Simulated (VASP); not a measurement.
# Au in VASP: notebook

Aim: see how the results for Au move with the level of theory and the settings. Levels: PBEsol, r2SCAN. Tasks: single point.

All numbers are computed with VASP 6.6.1; they aren't measurements. Logs are shortened: lines on timing, memory, paths and dates and some standing lists are left out, and cuts for length are marked.

## (1) The cell of the first run

The cell holds a slab with vacuum, 5 atoms: a = 2.888 Å, b = 2.888 Å, c = 24.431 Å, α = 90.00°, β = 90.00°, γ = 120.00°.

## (2) Single point, PBEsol

INCAR reads:

```
SYSTEM = Au
PREC = Accurate ; ENCUT = 520
EDIFF = 1E-7 ; ISMEAR = 0
SIGMA = 0.1 ; LREAL = .False.
LASPH = .True. ; NELM = 60
ALGO = Fast ; ISIF = 2
LWAVE = .False. ; LCHARG = .True.
LDIPOL = .True. ; IDIPOL = 3
DIPOL = 0.5 0.5 0.500 ; GGA = PS
LELF = .True. ; LVHAR = .True.
LVACPOTAV = .True. ; NBANDS = 36
```

KPOINTS reads:

```
regular mesh
0
Gamma
  12 12 1
  0 0 0
```

POSCAR reads:

```
Au
1.0
    2.8876514700      0.0000000000      0.0000000000
   -1.4438257350      2.5007795303      0.0000000000
    0.0000000000      0.0000000000     24.4310302087
Au
5
Direct
    0.6666666667      0.3333333333      0.3069866451
    0.3333333333      0.6666666667      0.4034933225
    0.0000000000      0.0000000000      0.5000000000
    0.6666666667      0.3333333333      0.5965066775
    0.3333333333      0.6666666667      0.6930133549
```

Potentials or basis: VASP PAW PBE potentials, release 64 (Au).

Command:

```console
cat potpaw_PBE.64/Au/POTCAR > POTCAR
mpirun -np 1 vasp_std > vasp.out
```

OUTCAR:

```text
SYSTEM = Au
   PREC = Accurate
   ENCUT = 520
   EDIFF = 1E-7
   ISMEAR = 0
   LREAL = .False.
   LASPH = .True.
   NELM = 60
   ISIF = 2
   GGA = PS

 ion  position               nearest neighbor table
   1  0.667  0.333  0.307-   2 2.89   2 2.89   2 2.89
   2  0.333  0.667  0.403-   1 2.89   1 2.89   1 2.89   3 2.89   3 2.89   3 2.89
   3  0.000  0.000  0.500-   2 2.89   4 2.89   4 2.89   2 2.89   4 2.89   2 2.89
   4  0.667  0.333  0.597-   5 2.89   5 2.89   5 2.89   3 2.89   3 2.89   3 2.89
   5  0.333  0.667  0.693-   4 2.89   4 2.89   4 2.89

  LATTYP: Found a hexagonal cell.
 ALAT       =     2.8876514700
 C/A-ratio  =     8.4605190282

  Lattice vectors:

 A1 = (   2.8876514700,   0.0000000000,   0.0000000000)
 A2 = (  -1.4438257350,   2.5007795303,   0.0000000000)
 A3 = (   0.0000000000,   0.0000000000,  24.4310302087)

Analysis of symmetry for initial positions (statically):
=====================================================================
 Subroutine PRICEL returns:
 Original cell was already a primitive cell.

 Routine SETGRP: Setting up the symmetry group for a
 hexagonal supercell.

 Subroutine GETGRP returns: Found 12 space group operations
 (whereof 12 operations were pure point group operations)
 out of a pool of 24 trial point group operations.

The static configuration has the point symmetry D_3d.

Analysis of symmetry for dynamics (positions and initial velocities):
=====================================================================
 Subroutine PRICEL returns:
 Original cell was already a primitive cell.

 Routine SETGRP: Setting up the symmetry group for a
 hexagonal supercell.

 Subroutine GETGRP returns: Found 12 space group operations
 (whereof 12 operations were pure point group operations)
 out of a pool of 24 trial point group operations.

The dynamic configuration has the point symmetry D_3d.

 Subroutine INISYM returns: Found 12 space group operations
 (whereof 12 operations are pure point group operations),
 and found     1 'primitive' translations

----------------------------------------------------------------------------------------

                                     Primitive cell

  volume of cell :     176.4257

  direct lattice vectors                    reciprocal lattice vectors
     2.887651470  0.000000000  0.000000000     0.346302180  0.199937657  0.000000000
    -1.443825735  2.500779530  0.000000000     0.000000000  0.399875314  0.000000000
     0.000000000  0.000000000 24.431030209     0.000000000  0.000000000  0.040931553

  length of vectors
     2.887651470  2.887651470 24.431030209     0.399875314  0.399875314  0.040931553

  position of ions in fractional coordinates (direct lattice)
     0.666666667  0.333333333  0.306986645
     0.333333333  0.666666667  0.403493322
     0.000000000  0.000000000  0.500000000
     0.666666667  0.333333333  0.596506678
     0.333333333  0.666666667  0.693013355

  ion indices of the primitive-cell ions
   primitive index   ion index
                 1           1
                 2           2
                 3           3
                 4           4
                 5           5

----------------------------------------------------------------------------------------

 KPOINTS: regular mesh

Automatic generation of k-mesh.
 Grid dimensions read from file:
 generate k-points for:   12   12    1

 Generating k-lattice:

  Cartesian coordinates                     Fractional coordinates (reciprocal lattice)
     0.028858515  0.016661471  0.000000000     0.083333333  0.000000000  0.000000000
     0.000000000  0.033322943  0.000000000     0.000000000  0.083333333  0.000000000
     0.000000000  0.000000000  0.040931553     0.000000000  0.000000000  1.000000000

  Length of vectors
     0.033322943  0.033322943  0.040931553

  Shift w.r.t. Gamma in fractional coordinates (k-lattice)
     0.000000000  0.000000000  0.000000000

 Subroutine IBZKPT returns following result:
 ===========================================

 Found     19 irreducible k-points:

 Following reciprocal coordinates:
            Coordinates               Weight
  0.000000  0.000000  0.000000      1.000000
  0.083333  0.000000  0.000000      6.000000
  0.166667 -0.000000  0.000000      6.000000
  0.250000  0.000000  0.000000      6.000000
  0.333333 -0.000000  0.000000      6.000000
  0.416667 -0.000000  0.000000      6.000000
[... 11 lines left out ...]
  0.333333  0.250000  0.000000     12.000000
  0.333333  0.333333  0.000000      2.000000
   k-points           NKPTS =     19   k-points in BZ     NKDIM =     19   number of bands    NBANDS=     36
   number of dos      NEDOS =    301   number of ions     NIONS =      5
   total plane-waves  NPLWV = 110592
   dimension x,y,z NGX =    24 NGY =   24 NGZ =  192
   dimension x,y,z NGXF=    48 NGYF=   48 NGZF=  384
   ions per type =               5
   NGX,Y,Z   is equivalent  to a cutoff of  13.82, 13.82, 13.07 a.u.
   NGXF,Y,Z  is equivalent  to a cutoff of  27.63, 27.63, 26.13 a.u.
 SYSTEM =  Au
   PREC   = accura    normal or accurate (medium, high low for compatibility)
   ISTART =      0    job   : 0-new  1-cont  2-samecut
   ICHARG =      2    charge: 1-file 2-atom 10-const
   ISPIN  =      1    spin polarized calculation?
   LNONCOLLINEAR =      F non collinear calculations
   LSORBIT =      F    spin-orbit coupling
   LASPH  =      T    aspherical Exc in radial PAW
   ENCUT  =  520.0 eV  38.22 Ry    6.18 a.u.   5.37  5.37 45.43*2*pi/ulx,y,z
   NELM   =     60;   NELMIN=  2; NELMDL= -5     # of ELM steps
   EDIFF  = 0.1E-06   stopping-criterion for ELM
   LREAL  =      F    real-space projection
   EDIFFG = 0.1E-05   stopping-criterion for IOM
   NSW    =      0    number of steps for IOM
   IBRION =     -1    ionic relax: 0-MD 1-quasi-New 2-CG
   NFREE  =      0    steps in history (QN), initial steepest desc. (CG)
   ISIF   =      2    stress and relaxation
   ISYM   =      2    0-nonsym 1-usesym 2-fastsym
   POTIM  = 0.5000    time-step for ionic-motion
   TEBEG  =    0.0;   TEEND  =   0.0 temperature during run
   PSTRESS=    0.0 pullay stress
   NELECT =      55.0000    total number of electrons
   NUPDOWN=      -1.0000    fix difference up-down
   EMIN   =  10.00;   EMAX   =-10.00  energy-range for DOS
   EFERMI =   0.00;   METHOD = LEGACY
   ISMEAR =     0;   SIGMA  =   0.10  broadening in eV -4-tet -1-fermi 0-gaus
   EFERMI_NEDOS =   21; number of points for ismear=-14 and -15
   IALGO  =     68    algorithm
   IMIX   =      4    mixing-type and parameters
     AMIX     =   0.40;   BMIX     =  1.00
     AMIX_MAG =   1.60;   BMIX_MAG =  1.00
  volume/ion in A,a.u.               =      35.29       238.12
  Fermi-wavevector in a.u.,A,eV,Ry     =   1.110048  2.097686 16.765187  1.232206
  Thomas-Fermi vector in A             =   2.246595
   LORBIT       =      0    0 simple, 1 ext, 2 COOP (PROOUT), +10 PAW based schemes
   GGA     = PS    functional components
   LHFCALC =     F    Hartree Fock is set to
   AEXX    =    0.0000 exact exchange contribution
   IVDW    =     0    specifies the selected vdW correction
   LEPSILON=     F    determine dielectric tensor
   LRPA    =     F    only Hartree local field effects (RPA)
 non-spin polarized calculation
 RMM-DIIS sequential band-by-band and
 Gauss-broadening in eV      SIGMA  =   0.10
  energy-cutoff  :      520.00
  volume of cell :      176.43
 maximum number of plane-waves:      4831
 NGX is ok and might be reduce to    24
   NGX = 11   NGY = 11   NGZ = 91

 dipolmoment           0.000000      0.000000      0.000000 electrons x Angstroem

 number of electron      55.0000010 magnetization

 dipolmoment           0.000000      0.000000     -0.000000 electrons x Angstroem

 Free energy of the ion-electron system (eV)
  ---------------------------------------------------
  ext. energy  EPLUGINS =         0.00000000
  ---------------------------------------------------
  free energy    TOTEN  =       -18.72177574 eV

  energy without entropy =      -18.71016060  energy(sigma->0) =      -18.71596817

 E-fermi :   1.6352     XC(G=0):  -6.8633

 val. band max:        1.5996278524   @ k =   0.2500   0.2500   0.0000
 cond. band min:       1.7127436002   @ k =   0.0000   0.0000   0.0000
 fundamental gap:      0.1131157479
 Fermi energy:         1.6352234656

 k-point     1 :       0.0000    0.0000    0.0000
  band No.  band energies     occupation
      1      -7.8491      2.00000
      2      -7.0229      2.00000
      3      -5.9916      2.00000
      4      -5.4483      2.00000
      5      -5.4332      2.00000
      6      -2.9932      2.00000
[... 28 lines left out ...]
     35       8.6056      0.00000
     36       9.1480      0.00000

 k-point     2 :       0.0833    0.0000    0.0000
  band No.  band energies     occupation
      1      -7.6368      2.00000
      2      -6.8159      2.00000
      3      -5.7863      2.00000
      4      -5.2632      2.00000
      5      -5.2334      2.00000
      6      -3.1418      2.00000
[... 28 lines left out ...]
     35       8.7743      0.00000
     36       9.2820      0.00000

 k-point     3 :       0.1667   -0.0000    0.0000
  band No.  band energies     occupation
      1      -7.0372      2.00000
      2      -6.2498      2.00000
      3      -5.2530      2.00000
      4      -4.7954      2.00000
      5      -4.7134      2.00000
      6      -3.5320      2.00000
[... 28 lines left out ...]
     35       9.2771      0.00000
     36       9.6827      0.00000
[... 547 lines left out ...]
 k-point    18 :       0.3333    0.2500    0.0000
  band No.  band energies     occupation
      1      -4.4830      2.00000
      2      -4.4258      2.00000
      3      -4.0763      2.00000
      4      -4.0209      2.00000
      5      -3.9003      2.00000
      6      -3.6858      2.00000
[... 28 lines left out ...]
     35       8.2247      0.00000
     36       8.7554      0.00000

 k-point    19 :       0.3333    0.3333    0.0000
  band No.  band energies     occupation
      1      -4.2404      2.00000
      2      -4.1916      2.00000
      3      -4.1916      2.00000
      4      -3.7760      2.00000
      5      -3.7760      2.00000
      6      -3.7395      2.00000
[... 28 lines left out ...]
     35       8.2590      0.00000
     36       8.2590      0.00000

------------------------ aborting loop because EDIFF is reached ----------------------------------------

  FORCE on cell =-STRESS in cart. coord.  units (eV):
  Direction    XX          YY          ZZ          XY          YZ          ZX
  --------------------------------------------------------------------------------------
  -------------------------------------------------------------------------------------
  Total       -3.1995685     -3.1995685     -0.1809655      0.0000000      0.0000000     -0.0000000
  in kB      -29.0562816    -29.0562816     -1.6434040      0.0000000      0.0000000     -0.0000000
  external PRESSURE =     -19.9186557 kB  Pullay stress =       0.0000000 kB

 VOLUME and BASIS-vectors are now :
 -----------------------------------------------------------------------------
  energy-cutoff  :      520.00
  volume of cell :      176.43
      direct lattice vectors                 reciprocal lattice vectors
     2.887651470  0.000000000  0.000000000     0.346302180  0.199937657  0.000000000
    -1.443825735  2.500779530  0.000000000     0.000000000  0.399875314  0.000000000
     0.000000000  0.000000000 24.431030209     0.000000000  0.000000000  0.040931553

 POSITION                                       TOTAL-FORCE (eV/Angst)
 -----------------------------------------------------------------------------------
      1.44383      0.83359      7.50000        -0.000000      0.000000     -0.070039
     -0.00000      1.66719      9.85776        -0.000000      0.000000      0.164835
      0.00000      0.00000     12.21552        -0.000000      0.000000     -0.000000
      1.44383      0.83359     14.57327         0.000000      0.000000     -0.164835
     -0.00000      1.66719     16.93103         0.000000     -0.000000      0.070039
 -----------------------------------------------------------------------------------
    total drift:                                0.000000     -0.000000     -0.000000

  FREE ENERGIE OF THE ION-ELECTRON SYSTEM (eV)
  ---------------------------------------------------
  free  energy   TOTEN  =       -18.7217757377 eV

  energy  without entropy=      -18.7101605960  energy(sigma->0) =      -18.71596817

 vacuum level on the upper side and lower side of the slab         6.974         6.974
```

Run time: 1.8 min. Hardware: 1 thread of Intel Xeon Platinum 8488C (Sapphire Rapids), shared host; peak memory 0.36 GiB.

What came out:

- Free energy: -18.7218 eV
- Largest force: 0.165 eV/Å

Forces on the atoms (eV/Å):
```
Au   0.000  0.000 -0.070
Au   0.000  0.000  0.165
Au   0.000  0.000  0.000
Au   0.000  0.000 -0.165
Au   0.000  0.000  0.070
```

Caveat: the PAW data sets were made with another functional, which shifts forces and pressure a little; spin-orbit coupling is left out, which moves the levels of the heavy elements.

## (3) Single point, PBEsol

INCAR reads:

```
ALGO = Fast
DIPOL = 0.5 0.5 0.500
EDIFF = 1E-6
ENCUT = 520
GGA = PS
IDIPOL = 3
ISIF = 2
ISMEAR = 0
LASPH = T
LCHARG = F
LDIPOL = T
LREAL = F
LWAVE = F
NBANDS = 36
NELM = 80
PREC = Accurate
SIGMA = 0.1
```

KPOINTS reads:

```
k-points
0
Gamma
  12 12 1
```

POSCAR reads:

```
Au
1.0
    2.8876514700      0.0000000000      0.0000000000
   -1.4438257350      2.5007795303      0.0000000000
    0.0000000000      0.0000000000     24.4310302087
Au
5
Direct
    0.6666666667      0.3333333333      0.3070133085
    0.3333333333      0.6666666667      0.4043291603
    0.0000000000      0.0000000000      0.4999999993
    0.6666666667      0.3333333333      0.5956708392
    0.3333333333      0.6666666667      0.6929866928
```

Potentials or basis: VASP PAW PBE potentials, release 64 (Au).

Command:

```console
cat potpaw_PBE.64/Au/POTCAR > POTCAR
mpirun -np 1 vasp_std > vasp.out
```

Wall time 100 s (1 thread of Intel Xeon Platinum 8488C (Sapphire Rapids), shared host); peak memory 0.36 GiB.

It converged, with:

- Free energy: -18.7251 eV
- Largest force: 0.007 eV/Å

Forces on the atoms (eV/Å):
```
Au   0.000  0.000  0.007
Au   0.000  0.000 -0.001
Au   0.000  0.000  0.000
Au   0.000  0.000  0.001
Au   0.000  0.000 -0.007
```

Levels at points of the mesh, in eV from the Fermi level:
```
           k point  band 26  band 27  band 28  band 29  band 30  band 31
(0.00, 0.00, 0.00)    -2.09    -2.09    -1.84    -1.84    -0.86     0.09
(0.50, 0.00, 0.00)    -0.18     0.79     1.19     1.41     1.45     3.52
```

Caveat: the PAW data sets were made with another functional, which shifts forces and pressure a little; spin-orbit coupling is left out, which moves the levels of the heavy elements.

[end of part 1 of 2]
